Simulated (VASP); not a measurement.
# Ge in VASP: notebook, part 2 of 3

VASP 6.6.1. The steps go on from the part before.

### Step 3. Single point, PBE

This run uses another cell than the first one: it holds 10 atoms, not 6.

Input file INCAR:

```
ALGO = Normal ; DIPOL = 0.5 0.5 0.500
EDIFF = 1E-6 ; ENCUT = 520
GGA = PE ; IDIPOL = 3
ISIF = 2 ; ISMEAR = 0
LASPH = True ; LCHARG = True
LDIPOL = True ; LELF = True
LREAL = False ; LVACPOTAV = True
LVHAR = True ; LWAVE = False
NBANDS = 81 ; NELM = 100
PREC = Accurate ; SIGMA = 0.1
```

Input file KPOINTS:

```
k-points
0
Gamma
  9 9 1
```

Input file POSCAR:

```
Ge
1.0
    4.0581567077      0.0000000000      0.0000000000
   -2.0290783538      3.5144668014      0.0000000000
    0.0000000000      0.0000000000     24.2255198820
Ge
10
Direct
    0.6666666667      0.3333333333      0.2063939195
    0.3333333333      0.6666666667      0.2410872305
    0.3333333333      0.6666666667      0.3445236320
    0.6666666667      0.3333333333      0.3792169430
    0.6666666667      0.3333333333      0.4826533445
    0.3333333333      0.6666666667      0.5173466555
    0.3333333333      0.6666666667      0.6207830570
    0.6666666667      0.3333333333      0.6554763680
    0.6666666667      0.3333333333      0.7589127695
    0.3333333333      0.6666666667      0.7936060805
```

Potentials or basis: VASP PAW PBE potentials, release 64 (Ge_d).

Launch:

```console
$ cat potpaw_PBE.64/Ge_d/POTCAR > POTCAR
$ mpirun -np 1 vasp_std > vasp.out
```

OUTCAR:

```text
EDIFF = 1E-6
   ENCUT = 520
   GGA = PE
   ISIF = 2
   ISMEAR = 0
   LASPH = True
   LREAL = False
   NELM = 100
   PREC = Accurate

 ion  position               nearest neighbor table
   1  0.667  0.333  0.206-   2 2.49   2 2.49   2 2.49
   2  0.333  0.667  0.241-   1 2.49   1 2.49   1 2.49   3 2.51
   3  0.333  0.667  0.345-   4 2.49   4 2.49   4 2.49   2 2.51
   4  0.667  0.333  0.379-   3 2.49   3 2.49   3 2.49   5 2.51
   5  0.667  0.333  0.483-   6 2.49   6 2.49   6 2.49   4 2.51
   6  0.333  0.667  0.517-   5 2.49   5 2.49   5 2.49   7 2.51
   7  0.333  0.667  0.621-   8 2.49   8 2.49   8 2.49   6 2.51
   8  0.667  0.333  0.655-   7 2.49   7 2.49   7 2.49   9 2.51
   9  0.667  0.333  0.759-  10 2.49  10 2.49  10 2.49   8 2.51
  10  0.333  0.667  0.794-   9 2.49   9 2.49   9 2.49

  LATTYP: Found a hexagonal cell.
 ALAT       =     4.0581567077
 C/A-ratio  =     5.9695870877

  Lattice vectors:

 A1 = (   4.0581567077,   0.0000000000,   0.0000000000)
 A2 = (  -2.0290783538,   3.5144668014,   0.0000000000)
 A3 = (   0.0000000000,   0.0000000000,  24.2255198820)

Analysis of symmetry for initial positions (statically):
=====================================================================
 Subroutine PRICEL returns:
 Original cell was already a primitive cell.

 Routine SETGRP: Setting up the symmetry group for a
 hexagonal supercell.

 Subroutine GETGRP returns: Found 12 space group operations
 (whereof 12 operations were pure point group operations)
 out of a pool of 24 trial point group operations.

The static configuration has the point symmetry D_3d.

Analysis of symmetry for dynamics (positions and initial velocities):
=====================================================================
 Subroutine PRICEL returns:
 Original cell was already a primitive cell.

 Routine SETGRP: Setting up the symmetry group for a
 hexagonal supercell.

 Subroutine GETGRP returns: Found 12 space group operations
 (whereof 12 operations were pure point group operations)
 out of a pool of 24 trial point group operations.

The dynamic configuration has the point symmetry D_3d.

 Subroutine INISYM returns: Found 12 space group operations
 (whereof 12 operations are pure point group operations),
 and found     1 'primitive' translations

----------------------------------------------------------------------------------------

                                     Primitive cell

  volume of cell :     345.5106

  direct lattice vectors                    reciprocal lattice vectors
     4.058156708  0.000000000  0.000000000     0.246417295  0.142269092  0.000000000
    -2.029078354  3.514466801  0.000000000     0.000000000  0.284538184  0.000000000
     0.000000000  0.000000000 24.225519882     0.000000000  0.000000000  0.041278784

  length of vectors
     4.058156708  4.058156708 24.225519882     0.284538184  0.284538184  0.041278784

  position of ions in fractional coordinates (direct lattice)
     0.666666667  0.333333333  0.206393920
     0.333333333  0.666666667  0.241087230
     0.333333333  0.666666667  0.344523632
     0.666666667  0.333333333  0.379216943
     0.666666667  0.333333333  0.482653345
[... 60 lines left out ...]
   number of dos      NEDOS =    301   number of ions     NIONS =     10
   total plane-waves  NPLWV = 162000
   dimension x,y,z NGX =    30 NGY =   30 NGZ =  180
   dimension x,y,z NGXF=    60 NGYF=   60 NGZF=  360
   ions per type =              10
   NGX,Y,Z   is equivalent  to a cutoff of  12.29, 12.29, 12.35 a.u.
   NGXF,Y,Z  is equivalent  to a cutoff of  24.58, 24.58, 24.70 a.u.
 SYSTEM =  unknown system
   PREC   = accura    normal or accurate (medium, high low for compatibility)
   ISTART =      0    job   : 0-new  1-cont  2-samecut
   ICHARG =      2    charge: 1-file 2-atom 10-const
   ISPIN  =      1    spin polarized calculation?
   LNONCOLLINEAR =      F non collinear calculations
   LSORBIT =      F    spin-orbit coupling
   LASPH  =      T    aspherical Exc in radial PAW
   ENCUT  =  520.0 eV  38.22 Ry    6.18 a.u.   7.55  7.55 45.04*2*pi/ulx,y,z
   NELM   =    100;   NELMIN=  2; NELMDL= -5     # of ELM steps
   EDIFF  = 0.1E-05   stopping-criterion for ELM
   LREAL  =      F    real-space projection
   EDIFFG = 0.1E-04   stopping-criterion for IOM
   NSW    =      0    number of steps for IOM
   IBRION =     -1    ionic relax: 0-MD 1-quasi-New 2-CG
   NFREE  =      0    steps in history (QN), initial steepest desc. (CG)
   ISIF   =      2    stress and relaxation
   ISYM   =      2    0-nonsym 1-usesym 2-fastsym
   POTIM  = 0.5000    time-step for ionic-motion
   TEBEG  =    0.0;   TEEND  =   0.0 temperature during run
   PSTRESS=    0.0 pullay stress
   NELECT =     140.0000    total number of electrons
   NUPDOWN=      -1.0000    fix difference up-down
   EMIN   =  10.00;   EMAX   =-10.00  energy-range for DOS
   EFERMI =   0.00;   METHOD = LEGACY
   ISMEAR =     0;   SIGMA  =   0.10  broadening in eV -4-tet -1-fermi 0-gaus
   EFERMI_NEDOS =   21; number of points for ismear=-14 and -15
   IALGO  =     38    algorithm
   IMIX   =      4    mixing-type and parameters
     AMIX     =   0.40;   BMIX     =  1.00
     AMIX_MAG =   1.60;   BMIX_MAG =  1.00
  volume/ion in A,a.u.               =      34.55       233.16
  Fermi-wavevector in a.u.,A,eV,Ry     =   1.211426  2.289264 19.967285  1.467554
  Thomas-Fermi vector in A             =   2.346942
   LORBIT       =      0    0 simple, 1 ext, 2 COOP (PROOUT), +10 PAW based schemes
   GGA     = PE    functional components
   LHFCALC =     F    Hartree Fock is set to
   AEXX    =    0.0000 exact exchange contribution
   IVDW    =     0    specifies the selected vdW correction
   LEPSILON=     F    determine dielectric tensor
   LRPA    =     F    only Hartree local field effects (RPA)
 non-spin polarized calculation
 Gauss-broadening in eV      SIGMA  =   0.10
  energy-cutoff  :      520.00
  volume of cell :      345.51
 maximum number of plane-waves:      9353
 NGX is ok and might be reduce to    30

 dipolmoment           0.000000      0.000000     -0.000000 electrons x Angstroem

 number of electron     139.9999938 magnetization

 dipolmoment           0.000000      0.000000      0.000000 electrons x Angstroem

 Free energy of the ion-electron system (eV)
  ---------------------------------------------------
  ext. energy  EPLUGINS =         0.00000000
  ---------------------------------------------------
  free energy    TOTEN  =       -43.03255013 eV

  energy without entropy =      -42.98922447  energy(sigma->0) =      -43.01088730

 E-fermi :   1.4392     XC(G=0):  -7.2372

 val. band max:        1.4342943763   @ k =   0.2222   0.2222   0.0000
 cond. band min:       1.4530594952   @ k =   0.2222   0.2222   0.0000
 fundamental gap:      0.0187651189
 Fermi energy:         1.4391868820

 k-point     1 :       0.0000    0.0000    0.0000
  band No.  band energies     occupation
      1     -23.2466      2.00000
      2     -23.2466      2.00000
      3     -23.1947      2.00000
      4     -23.1892      2.00000
      5     -23.1892      2.00000
      6     -23.1856      2.00000
[... 997 lines left out ...]
     80       6.7404      0.00000
     81       7.1998      0.00000

------------------------ aborting loop because EDIFF is reached ----------------------------------------

  FORCE on cell =-STRESS in cart. coord.  units (eV):
  Direction    XX          YY          ZZ          XY          YZ          ZX
  --------------------------------------------------------------------------------------
  -------------------------------------------------------------------------------------
  Total        0.0916593      0.0916593      1.1013898      0.0000000      0.0000000     -0.0000000
  in kB        0.4250360      0.4250360      5.1072871      0.0000000      0.0000000     -0.0000000
  external PRESSURE =       1.9857864 kB  Pullay stress =       0.0000000 kB

 VOLUME and BASIS-vectors are now :
 -----------------------------------------------------------------------------
  energy-cutoff  :      520.00
  volume of cell :      345.51
      direct lattice vectors                 reciprocal lattice vectors
     4.058156708  0.000000000  0.000000000     0.246417295  0.142269092  0.000000000
    -2.029078354  3.514466801  0.000000000     0.000000000  0.284538184  0.000000000
     0.000000000  0.000000000 24.225519882     0.000000000  0.000000000  0.041278784

 POSITION                                       TOTAL-FORCE (eV/Angst)
 -----------------------------------------------------------------------------------
      2.02908      1.17149      5.00000        -0.000000      0.000000      0.032987
     -0.00000      2.34298      5.84046        -0.000000      0.000000     -0.213284
     -0.00000      2.34298      8.34626         0.000000     -0.000000      0.094289
      2.02908      1.17149      9.18673         0.000000     -0.000000      0.068459
      2.02908      1.17149     11.69253         0.000000     -0.000000     -0.112827
     -0.00000      2.34298     12.53299         0.000000      0.000000      0.112827
     -0.00000      2.34298     15.03879        -0.000000      0.000000     -0.068459
      2.02908      1.17149     15.87926        -0.000000      0.000000     -0.094289
      2.02908      1.17149     18.38506         0.000000     -0.000000      0.213284
     -0.00000      2.34298     19.22552         0.000000     -0.000000     -0.032987
 -----------------------------------------------------------------------------------
    total drift:                                0.000000      0.000000      0.000000

  FREE ENERGIE OF THE ION-ELECTRON SYSTEM (eV)
  ---------------------------------------------------
  free  energy   TOTEN  =       -43.0325501305 eV

  energy  without entropy=      -42.9892244716  energy(sigma->0) =      -43.01088730

 vacuum level on the upper side and lower side of the slab         6.102         6.102
```

It took 4.9 min on 1 thread of Intel Xeon 6975P-C (Granite Rapids), shared host; peak memory 0.51 GiB.

Results:

```
Free energy            : -43.0326 eV
Largest force          : 0.213 eV/Å
Band gap on the k mesh : zero (bands 70 and 71 overlap by 0.52 eV)
```

Forces on the atoms (eV/Å):
```
Ge   0.000  0.000  0.033
Ge   0.000  0.000 -0.213
Ge   0.000  0.000  0.094
Ge   0.000  0.000  0.068
Ge   0.000  0.000 -0.113
Ge   0.000  0.000  0.113
Ge   0.000  0.000 -0.068
Ge   0.000  0.000 -0.094
Ge   0.000  0.000  0.213
Ge   0.000  0.000 -0.033
```

(Part 2 of 3 ends here.)
